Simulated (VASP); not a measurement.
Input of a VASP 6.6.1 run:

INCAR

```
SYSTEM = PbF2
ALGO     = Normal         ! electronic algorithm
EDIFF    = 1E-7           ! SCF threshold, eV
ENCUT    = 520            ! plane-wave cutoff, eV
GGA      = PE             ! functional
ISIF     = 2              ! what is computed and relaxed
ISMEAR   = 0              ! smearing method
LASPH    = .True.         ! aspherical terms in the spheres
LCHARG   = .False.        ! write CHGCAR
LREAL    = .False.        ! projectors in reciprocal space
LWAVE    = .False.        ! write WAVECAR
NBANDS   = 21             ! bands
NELM     = 100            ! most SCF steps
PREC     = Accurate       ! precision mode
SIGMA    = 0.01           ! smearing width, eV
```

KPOINTS

```
k-points
0
Gamma
  4 4 4
  0 0 0
```

File POSCAR:

```
PbF2
1.0
    0.0000000000      2.9636600000      2.9636600000
    2.9636600000      0.0000000000      2.9636600000
    2.9636600000      2.9636600000      0.0000000000
Pb F
1 2
Direct
    0.0000000000      0.0000000000      0.0000000000
    0.2500000000      0.2500000000      0.2500000000
    0.7500000000      0.7500000000      0.7500000000
```

Potentials or basis: VASP PAW PBE potentials, release 64 (Pb_d, F).

Command:

```console
$ cat potpaw_PBE.64/Pb_d/POTCAR potpaw_PBE.64/F/POTCAR > POTCAR
$ mpirun -np 1 vasp_std > vasp.out
```

Q: Predict the band gap on the k mesh.

A: 4.42 eV, indirect (least direct gap 4.56 eV).

Q: Estimate the pressure.

A: 2.5 GPa.

Caveat: the k points lie up to 0.46 Å⁻¹ apart; spin-orbit coupling is left out, which moves the levels of the heavy elements. A k mesh can miss the band edges.
